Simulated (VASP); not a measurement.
# ZnCu in VASP: further runs

The runs below take ZnCu through electric field gradients, with PBE.

All numbers are computed with VASP 6.6.1; they aren't measurements. Logs are shortened: lines on timing, memory, paths and dates and some standing lists are left out, and cuts for length are marked.

## 1. The cell of the first run

It takes space group Pm-3m (No. 221, cubic). Conventional cell: a = 2.945 Å, b = 2.945 Å, c = 2.945 Å, α = 90.00°, β = 90.00°, γ = 90.00°. Zn (site symmetry m-3m) has 8 Cu at 2.55 Å and 6 Zn at 2.94 Å within 3.4 Å. Cu (site symmetry m-3m) has 8 Zn at 2.55 Å and 6 Cu at 2.94 Å within 3.4 Å.

## 2. Electric field gradients, PBE

INCAR

```
PREC = Accurate ; ENCUT = 520
EDIFF = 1E-8 ; ISMEAR = -1
SIGMA = 0.08 ; LREAL = False
LASPH = True ; NELM = 80
ALGO = Normal ; ISIF = 2
LWAVE = False ; LCHARG = False
GGA = PE ; LEFG = True
NBANDS = 18
```

KPOINTS

```
Automatic mesh
0
Gamma
  14 14 14
```

POSCAR

```
ZnCu
1.0
    2.9450000000      0.0000000000      0.0000000000
    0.0000000000      2.9450000000      0.0000000000
    0.0000000000      0.0000000000      2.9450000000
Zn Cu
1 1
Direct
    0.5000000000      0.5000000000      0.5000000000
    0.0000000000      0.0000000000      0.0000000000
```

Potentials or basis: VASP PAW PBE potentials, release 64 (Zn, Cu).

Launch:

```bash
$ cat potpaw_PBE.64/Zn/POTCAR potpaw_PBE.64/Cu/POTCAR > POTCAR
$ mpirun -np 1 vasp_std > vasp.out
```

OUTCAR:

```text
PREC = Accurate
   ENCUT = 520
   EDIFF = 1E-8
   ISMEAR = -1
   LREAL = False
   LASPH = True
   NELM = 80
   ISIF = 2
   GGA = PE

 ion  position               nearest neighbor table
   1  0.500  0.500  0.500-   2 2.55   2 2.55   2 2.55   2 2.55   2 2.55   2 2.55   2 2.55   2 2.55

   2  0.000  0.000  0.000-   1 2.55   1 2.55   1 2.55   1 2.55   1 2.55   1 2.55   1 2.55   1 2.55

  LATTYP: Found a simple cubic cell.
 ALAT       =     2.9450000000

  Lattice vectors:

 A1 = (   2.9450000000,   0.0000000000,   0.0000000000)
 A2 = (   0.0000000000,   2.9450000000,   0.0000000000)
 A3 = (   0.0000000000,   0.0000000000,   2.9450000000)

Analysis of symmetry for initial positions (statically):
=====================================================================
 Subroutine PRICEL returns:
 Original cell was already a primitive cell.

 Routine SETGRP: Setting up the symmetry group for a
 simple cubic supercell.

 Subroutine GETGRP returns: Found 48 space group operations
 (whereof 48 operations were pure point group operations)
 out of a pool of 48 trial point group operations.

The static configuration has the point symmetry O_h .

Analysis of symmetry for dynamics (positions and initial velocities):
=====================================================================
 Subroutine PRICEL returns:
 Original cell was already a primitive cell.

 Routine SETGRP: Setting up the symmetry group for a
 simple cubic supercell.

 Subroutine GETGRP returns: Found 48 space group operations
 (whereof 48 operations were pure point group operations)
 out of a pool of 48 trial point group operations.

The dynamic configuration has the point symmetry O_h .

 Subroutine INISYM returns: Found 48 space group operations
 (whereof 48 operations are pure point group operations),
 and found     1 'primitive' translations

----------------------------------------------------------------------------------------

                                     Primitive cell

  volume of cell :      25.5421

  direct lattice vectors                    reciprocal lattice vectors
[... 115 lines left out ...]
   IVDW    =     0    specifies the selected vdW correction
   LEPSILON=     F    determine dielectric tensor
   LRPA    =     F    only Hartree local field effects (RPA)
 non-spin polarized calculation
  energy-cutoff  :      520.00
  volume of cell :       25.54
 maximum number of plane-waves:       715
 NGX is ok and might be reduce to    24
   NGX = 11   NGY = 11   NGZ = 11

 number of electron      23.0000000 magnetization

 Free energy of the ion-electron system (eV)
  ---------------------------------------------------
  ext. energy  EPLUGINS =         0.00000000
  ---------------------------------------------------
  free energy    TOTEN  =        -5.01527425 eV

  energy without entropy =       -5.00659635  energy(sigma->0) =       -5.01093530

 E-fermi :   5.5604     XC(G=0): -12.4018

 val. band max:        5.4628602851   @ k =   0.5000   0.5000   0.2143
 cond. band min:       5.5711681185   @ k =   0.4286   0.3571   0.2143
 fundamental gap:      0.1083078334
 Fermi energy:         5.5603703487

 k-point     1 :       0.0000    0.0000    0.0000
  band No.  band energies     occupation
      1      -4.7967      2.00000
      2      -2.3082      2.00000
      3      -2.3082      2.00000
      4      -1.6130      2.00000
      5      -1.6130      2.00000
      6      -1.6130      2.00000
[... 481 lines left out ...]
      5      -1.6642      2.00000
      6      -1.1320      2.00000
[... 10 lines left out ...]
     17      21.3571      0.00000
     18      22.2847      0.00000

 [... further k-points ...]
[... 5 lines left out ...]
  --------------------------------------------------------------------------------------
  -------------------------------------------------------------------------------------
  Total        0.4519349      0.4519349      0.4519349     -0.0000000      0.0000000     -0.0000000
  in kB       28.3485340     28.3485340     28.3485340     -0.0000000      0.0000000     -0.0000000
  external PRESSURE =      28.3485340 kB  Pullay stress =       0.0000000 kB

 VOLUME and BASIS-vectors are now :
 -----------------------------------------------------------------------------
  energy-cutoff  :      520.00
  volume of cell :       25.54
      direct lattice vectors                 reciprocal lattice vectors
     2.945000000  0.000000000  0.000000000     0.339558574  0.000000000  0.000000000
     0.000000000  2.945000000  0.000000000     0.000000000  0.339558574  0.000000000
     0.000000000  0.000000000  2.945000000     0.000000000  0.000000000  0.339558574

 POSITION                                       TOTAL-FORCE (eV/Angst)
 -----------------------------------------------------------------------------------
      1.47250      1.47250      1.47250         0.000000      0.000000      0.000000
      0.00000      0.00000      0.00000         0.000000      0.000000      0.000000
 -----------------------------------------------------------------------------------
    total drift:                                0.000000      0.000000     -0.000000

  FREE ENERGIE OF THE ION-ELECTRON SYSTEM (eV)
  ---------------------------------------------------
  free  energy   TOTEN  =        -5.0152742512 eV

  energy  without entropy=       -5.0065963470  energy(sigma->0) =       -5.01093530

 Electric field gradients (V/A^2)
---------------------------------------------------------------------
 ion       V_xx      V_yy      V_zz      V_xy      V_xz      V_yz
---------------------------------------------------------------------
   1      -0.000    -0.000    -0.000     0.000     0.000    -0.000
   2       0.000     0.000     0.000    -0.000     0.000     0.000
---------------------------------------------------------------------

 Electric field gradients after diagonalization (V/A^2)
 (convention: |V_zz| > |V_xx| > |V_yy|)
----------------------------------------------------------------------
 ion       V_xx      V_yy      V_zz     asymmetry (V_yy - V_xx)/ V_zz
----------------------------------------------------------------------
   1      -0.000    -0.000    -0.000      -0.319
   2       0.000     0.000     0.000      -0.162
----------------------------------------------------------------------

           NMR quadrupolar parameters

 Cq : quadrupolar parameter    Cq=e*Q*V_zz/h
 eta: asymmetry parameters     (V_yy - V_xx)/ V_zz
 Q  : nuclear electric quadrupole moment in mb (millibarn)
----------------------------------------------------------------------
 ion       Cq(MHz)       eta       Q (mb)
----------------------------------------------------------------------
   1      -0.000      -0.319       1.000
   2       0.000      -0.162       1.000
----------------------------------------------------------------------
```

It took 16 s on 1 thread of Intel Xeon 6975P-C (Granite Rapids), shared host; peak memory 0.18 GiB.

Results:

- Free energy: -5.0153 eV
- Pressure: 2.8 GPa

Levels at points of the mesh, in eV from the Fermi level:
```
           k point  band 9  band 10  band 11  band 12  band 13  band 14  band 15  band 16
(0.00, 0.00, 0.00)   -2.75    -2.75    -2.75     6.21     6.21     6.21    11.24    11.24
(0.50, 0.00, 0.00)   -3.30    -3.30    -2.83    -2.03    11.69    11.69    12.32    12.32
(0.50, 0.50, 0.00)   -2.90    -2.52    -1.91    -1.91     1.74     2.09    13.92    15.51
(0.50, 0.50, 0.50)   -2.50    -2.50     3.84     4.32     4.32     4.32     4.49     4.49
```

Caveat: without QUAD_EFG the Cq values of the log hold for a quadrupole moment of 1 mb, not for the nuclei.

## 3. Electric field gradients, PBE (z stretched by +1.5 % at fixed volume)

INCAR

```
PREC = Accurate
ENCUT = 520
EDIFF = 1E-8
ISMEAR = -1
SIGMA = 0.08
LREAL = F
LASPH = T
NELM = 80
ALGO = Normal
ISIF = 2
LWAVE = F
LCHARG = F
GGA = PE
LEFG = T
NBANDS = 18
```

KPOINTS

```
regular mesh
0
Gamma
  14 14 14
```

POSCAR

```
ZnCu
1.0
    2.9231579186      0.0000000000      0.0000000000
    0.0000000000      2.9231579186      0.0000000000
    0.0000000000      0.0000000000      2.9891750000
Zn Cu
1 1
Direct
    0.5000000000      0.5000000000      0.5000000000
    0.0000000000      0.0000000000      0.0000000000
```

Potentials or basis: VASP PAW PBE potentials, release 64 (Zn, Cu).

Launch:

```bash
$ cat potpaw_PBE.64/Zn/POTCAR potpaw_PBE.64/Cu/POTCAR > POTCAR
$ mpirun -np 1 vasp_std > vasp.out
```

OUTCAR:

```text
PREC = Accurate
   ENCUT = 520
   EDIFF = 1E-8
   ISMEAR = -1
   LREAL = F
   LASPH = T
   NELM = 80
   ISIF = 2
   GGA = PE

 ion  position               nearest neighbor table
   1  0.500  0.500  0.500-   2 2.55   2 2.55   2 2.55   2 2.55   2 2.55   2 2.55   2 2.55   2 2.55

   2  0.000  0.000  0.000-   1 2.55   1 2.55   1 2.55   1 2.55   1 2.55   1 2.55   1 2.55   1 2.55

  LATTYP: Found a simple tetragonal cell.
 ALAT       =     2.9231579186
 C/A-ratio  =     1.0225841652

  Lattice vectors:

 A1 = (   2.9231579186,   0.0000000000,   0.0000000000)
 A2 = (   0.0000000000,   2.9231579186,   0.0000000000)
[... 717 lines left out ...]
  free  energy   TOTEN  =        -5.0144783170 eV

  energy  without entropy=       -5.0049582624  energy(sigma->0) =       -5.00971829

 Electric field gradients (V/A^2)
---------------------------------------------------------------------
 ion       V_xx      V_yy      V_zz      V_xy      V_xz      V_yz
---------------------------------------------------------------------
   1      -0.698    -0.698     1.397    -0.000    -0.000     0.000
   2      -1.552    -1.552     3.105    -0.000     0.000     0.000
---------------------------------------------------------------------

 Electric field gradients after diagonalization (V/A^2)
 (convention: |V_zz| > |V_xx| > |V_yy|)
----------------------------------------------------------------------
 ion       V_xx      V_yy      V_zz     asymmetry (V_yy - V_xx)/ V_zz
----------------------------------------------------------------------
   1      -0.698    -0.698     1.397       0.000
   2      -1.552    -1.552     3.105       0.000
----------------------------------------------------------------------

           NMR quadrupolar parameters

 Cq : quadrupolar parameter    Cq=e*Q*V_zz/h
 eta: asymmetry parameters     (V_yy - V_xx)/ V_zz
 Q  : nuclear electric quadrupole moment in mb (millibarn)
----------------------------------------------------------------------
 ion       Cq(MHz)       eta       Q (mb)
----------------------------------------------------------------------
   1       0.003       0.000       1.000
   2       0.008       0.000       1.000
----------------------------------------------------------------------
```

OSZICAR:

```text
N       E                     dE             d eps       ncg     rms          rms(c)
DAV:   1     0.113727638945E+03    0.11373E+03   -0.11365E+04 11256   0.211E+03
DAV:   2    -0.145956868390E+01   -0.11519E+03   -0.11035E+03 10408   0.298E+02
DAV:   3    -0.605923314058E+01   -0.45997E+01   -0.45631E+01 11778   0.744E+01
DAV:   4    -0.609676256672E+01   -0.37529E-01   -0.37515E-01 11926   0.619E+00
DAV:   5    -0.609727675932E+01   -0.51419E-03   -0.51418E-03 11530   0.746E-01    0.952E+00
DAV:   6    -0.595481924875E+01    0.14246E+00   -0.14501E+01 11084   0.908E+01    0.604E+00
DAV:   7    -0.502483946307E+01    0.92998E+00   -0.31841E+00 11204   0.867E+01    0.225E+00
DAV:   8    -0.502305746165E+01    0.17820E-02   -0.12968E-01 14008   0.468E+00    0.122E+00
DAV:   9    -0.501450560962E+01    0.85519E-02   -0.10919E-02 11800   0.232E+00    0.640E-02
DAV:  10    -0.501449191043E+01    0.13699E-04   -0.80061E-04 15826   0.609E-01    0.506E-02
DAV:  11    -0.501447994877E+01    0.11962E-04   -0.11183E-04 12220   0.302E-01    0.878E-03
DAV:  12    -0.501447851689E+01    0.14319E-05   -0.83185E-06 13500   0.583E-02    0.743E-04
DAV:  13    -0.501447829898E+01    0.21791E-06   -0.23734E-07 10944   0.588E-03    0.106E-03
DAV:  14    -0.501447835098E+01   -0.51998E-07   -0.18173E-08  6780   0.325E-03    0.147E-04
DAV:  15    -0.501447831382E+01    0.37155E-07   -0.49151E-09  5674   0.881E-04    0.128E-04
DAV:  16    -0.501447831701E+01   -0.31896E-08   -0.38034E-10  5542   0.371E-04
   1 F= -.50144783E+01 E0= -.50097183E+01  d E =-.952005E-02
```

stdout:

```text
POSCAR found type information on POSCAR ZnCu
 POSCAR found :  2 types and       2 ions
 scaLAPACK will be used
 LDA part: xc-table for (Slater+PW92), standard interpolation
 POSCAR, INCAR and KPOINTS ok, starting setup
 FFT: planning ... GRIDC
 FFT: planning ... GRID_SOFT
 FFT: planning ... GRID
 WAVECAR not read
 entering main loop
ion   1

ion   2
```

Wall time 36 s (1 thread of Intel Xeon 6975P-C (Granite Rapids), shared host); peak memory 0.25 GiB.

What came out:

```
Free energy : -5.0145 eV
Pressure    : 2.9 GPa
```

Electric field gradients, principal values (V/Å²):
```tsv
atom	least	middle	greatest (by size)
1 Zn	-0.698	-0.698	1.397
2 Cu	-1.552	-1.552	3.105
```

Caveat: without QUAD_EFG the Cq values of the log hold for a quadrupole moment of 1 mb, not for the nuclei.

(Part 1 of 2 ends here.)
